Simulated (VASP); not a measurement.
# W in VASP: a series of runs, part 2 of 2

VASP 6.6.1. Earlier steps stand in the parts before.

### 3 Relaxation of cell and atoms, PBEsol

This run uses another cell than the first one: it holds 1 atom, not 4.

INCAR

```
SYSTEM = W
PREC     = Accurate       ! precision mode
ENCUT    = 600            ! plane-wave cutoff, eV
EDIFF    = 1E-7           ! SCF threshold, eV
ISMEAR   = 0              ! smearing method
SIGMA    = 0.1            ! smearing width, eV
LREAL    = .False.        ! projectors in reciprocal space
LASPH    = .True.         ! aspherical terms in the spheres
NELM     = 100            ! most SCF steps
ALGO     = Normal         ! electronic algorithm
ISIF     = 3              ! what is computed and relaxed
LWAVE    = .False.        ! write WAVECAR
LCHARG   = .False.        ! write CHGCAR
GGA      = PS             ! functional
IBRION   = 2              ! ionic algorithm
NSW      = 100            ! ionic steps
EDIFFG   = -0.01          ! ionic threshold
```

KPOINTS

```
regular mesh
0
Gamma
  24 24 24
  0 0 0
```

POSCAR

```
W
1.0
   -1.5749971785      1.5749971785      1.5749971785
    1.5749971785     -1.5749971785      1.5749971785
    1.5749971785      1.5749971785     -1.5749971785
W
1
Direct
    0.0000000000      0.0000000000      0.0000000000
```

Potentials or basis: VASP PAW PBE potentials, release 64 (W_sv).

Started as:

```console
> cat potpaw_PBE.64/W_sv/POTCAR > POTCAR
> mpirun -np 1 vasp_std > vasp.out
```

OUTCAR:

```text
SYSTEM = W
   PREC = Accurate
   ENCUT = 600
   EDIFF = 1E-7
   ISMEAR = 0
   LREAL = .False.
   LASPH = .True.
   NELM = 100
   ISIF = 3
   GGA = PS
   IBRION = 2
   NSW = 100
   EDIFFG = -0.01

 ion  position               nearest neighbor table
   1  0.000  0.000  0.000-

  LATTYP: Found a body centered cubic cell.
 ALAT       =     3.1499943570

  Lattice vectors:

 A1 = (  -1.5749971785,   1.5749971785,   1.5749971785)
 A2 = (   1.5749971785,  -1.5749971785,   1.5749971785)
 A3 = (   1.5749971785,   1.5749971785,  -1.5749971785)

Analysis of symmetry for initial positions (statically):
=====================================================================
 Subroutine PRICEL returns:
 Original cell was already a primitive cell.

 Routine SETGRP: Setting up the symmetry group for a
 body centered cubic supercell.

 Subroutine GETGRP returns: Found 48 space group operations
 (whereof 48 operations were pure point group operations)
 out of a pool of 48 trial point group operations.

The static configuration has the point symmetry O_h .

Analysis of symmetry for dynamics (positions and initial velocities):
=====================================================================
 Subroutine PRICEL returns:
 Original cell was already a primitive cell.

 Routine SETGRP: Setting up the symmetry group for a
 body centered cubic supercell.

 Subroutine GETGRP returns: Found 48 space group operations
 (whereof 48 operations were pure point group operations)
 out of a pool of 48 trial point group operations.

The dynamic configuration has the point symmetry O_h .

 Subroutine INISYM returns: Found 48 space group operations
 (whereof 48 operations are pure point group operations),
 and found     1 'primitive' translations

[... 127 lines left out ...]
  volume of cell :       15.63
 maximum number of plane-waves:       539
 NGX is ok and might be reduce to    24

--------------------------------------- Ionic step        1  -------------------------------------------

 number of electron      14.0000001 magnetization

 Free energy of the ion-electron system (eV)
  ---------------------------------------------------
  ext. energy  EPLUGINS =         0.00000000
  ---------------------------------------------------
  free energy    TOTEN  =       -13.80697455 eV

  energy without entropy =      -13.80498130  energy(sigma->0) =      -13.80597793

------------------------ aborting loop because EDIFF is reached ----------------------------------------

  FORCE on cell =-STRESS in cart. coord.  units (eV):
  Direction    XX          YY          ZZ          XY          YZ          ZX
  --------------------------------------------------------------------------------------
  -------------------------------------------------------------------------------------
  Total        0.1968884      0.1968884      0.1968884      0.0000000      0.0000000     -0.0000000
  in kB       20.1851224     20.1851224     20.1851224      0.0000000      0.0000000     -0.0000000
  external PRESSURE =      20.1851224 kB  Pullay stress =       0.0000000 kB
[... 57 lines left out ...]
--------------------------------------- Ionic step        3  -------------------------------------------

 number of electron      14.0000001 magnetization

 Free energy of the ion-electron system (eV)
  ---------------------------------------------------
  ext. energy  EPLUGINS =         0.00000000
  ---------------------------------------------------
  free energy    TOTEN  =       -13.80757570 eV

  energy without entropy =      -13.80559037  energy(sigma->0) =      -13.80658303

 E-fermi :  11.4339     XC(G=0): -13.8067

 val. band max:       11.4291873170   @ k =   0.1667   0.0000   0.0000
 cond. band min:      11.4343669040   @ k =  -0.2917   0.3333   0.1667
 fundamental gap:      0.0051795870
 Fermi energy:        11.4338699584

 k-point     1 :       0.0000    0.0000    0.0000
  band No.  band energies     occupation
      1     -62.7464      2.00000
      2     -26.2920      2.00000
      3     -26.2920      2.00000
      4     -26.2920      2.00000
      5       1.6936      2.00000
      6      10.1414      2.00000
      7      10.1414      2.00000
      8      10.1414      2.00000
      9      13.6451      0.00000
     10      13.6451      0.00000
     11      25.9514      0.00000
[... 309 lines left out ...]
 k-point    24 :       0.4583    0.0417    0.0000
  band No.  band energies     occupation
      1     -62.6067      2.00000
      2     -27.6081      2.00000
      3     -26.7285      2.00000
      4     -26.3097      2.00000
      5       5.1137      2.00000
      6       7.8016      2.00000
      7      11.8678      0.00000
      8      13.5325      0.00000
      9      14.6245      0.00000
     10      17.6597      0.00000
     11      22.5487      0.00000

 [... further k-points ...]

------------------------ aborting loop because EDIFF is reached ----------------------------------------

  FORCE on cell =-STRESS in cart. coord.  units (eV):
  Direction    XX          YY          ZZ          XY          YZ          ZX
  --------------------------------------------------------------------------------------
  -------------------------------------------------------------------------------------
  Total       -0.0009129     -0.0009129     -0.0009129      0.0000000      0.0000000     -0.0000000
  in kB       -0.0930141     -0.0930141     -0.0930141      0.0000000      0.0000000     -0.0000000
  external PRESSURE =      -0.0930141 kB  Pullay stress =       0.0000000 kB
[... 16 lines left out ...]
  FREE ENERGIE OF THE ION-ELECTRON SYSTEM (eV)
  ---------------------------------------------------
  free  energy   TOTEN  =       -13.8075756987 eV

  energy  without entropy=      -13.8055903707  energy(sigma->0) =      -13.80658303

 reached required accuracy - stopping structural energy minimisation
```

OSZICAR:

```text
N       E                     dE             d eps       ncg     rms          rms(c)
DAV:   1     0.818943881432E+02    0.81894E+02   -0.85264E+03  9110   0.159E+03
DAV:   2    -0.128025008167E+02   -0.94697E+02   -0.91671E+02  9719   0.356E+02
DAV:   3    -0.144809011152E+02   -0.16784E+01   -0.16614E+01 10439   0.457E+01
[... 21 lines left out ...]
DAV:   2    -0.138171708017E+02    0.55648E-01   -0.80858E-02  9332   0.396E+00    0.761E-01
DAV:   3    -0.138074889286E+02    0.96819E-02   -0.26118E-02  9538   0.217E+00    0.614E-01
DAV:   4    -0.138075923598E+02   -0.10343E-03   -0.63316E-04  9414   0.341E-01    0.627E-02
DAV:   5    -0.138075763799E+02    0.15980E-04   -0.69601E-05  9908   0.110E-01    0.307E-03
DAV:   6    -0.138075756831E+02    0.69672E-06   -0.70680E-07  9547   0.125E-02    0.926E-04
DAV:   7    -0.138075756987E+02   -0.15536E-07   -0.46267E-08  5453   0.325E-03
   3 F= -.13807576E+02 E0= -.13806583E+02  d E =-.601148E-03
```

CONTCAR:

```text
W
   1.00000000000000
    -1.5782527489819542    1.5782527489819542    1.5782527489819542
     1.5782527489819542   -1.5782527489819542    1.5782527489819542
     1.5782527489819542    1.5782527489819542   -1.5782527489819542
  W
     1
Direct
     0.0000000000000000    0.0000000000000000    0.0000000000000000

  0.00000000E+00  0.00000000E+00  0.00000000E+00
```

Wall time 83 s (1 thread of AMD EPYC 9R45 (Zen 5), shared host); peak memory 0.19 GiB.

Results:

| Property | Result |
| --- | --- |
| Free energy | -13.8076 eV |
| Relaxed volume | 15.72 Å³/atom |
| Relaxed cell | a = 2.734 Å, b = 2.734 Å, c = 2.734 Å, α = 109.47°, β = 109.47°, γ = 109.47° |
| Space group after relaxing (to 0.1 Å) | Im-3m (No. 229) |
| Energy gained by relaxing | 0.6 meV/atom |
| Ionic steps | 3 |
| Pressure after relaxing | 0.0 GPa |
| Band gap on the k mesh | zero (bands 7 and 8 overlap by 6.48 eV) |

Step by step:
```tsv
step	energy change (eV)	largest force (eV/Å)	pressure (GPa)	volume (Å³)
1	0.0000	0.0000	2.02	15.63
2	0.0071	0.0000	-6.89	16.08
3	-0.0006	0.0000	-0.01	15.72
```

Final structure:
```
CELL_PARAMETERS angstrom
-1.57825 1.57825 1.57825
1.57825 -1.57825 1.57825
1.57825 1.57825 -1.57825
ATOMIC_POSITIONS crystal
W 0.00000 0.00000 0.00000
```

Caveat: the PAW data sets were made with another functional, which shifts forces and pressure a little; spin-orbit coupling is left out, which moves the levels of the heavy elements.
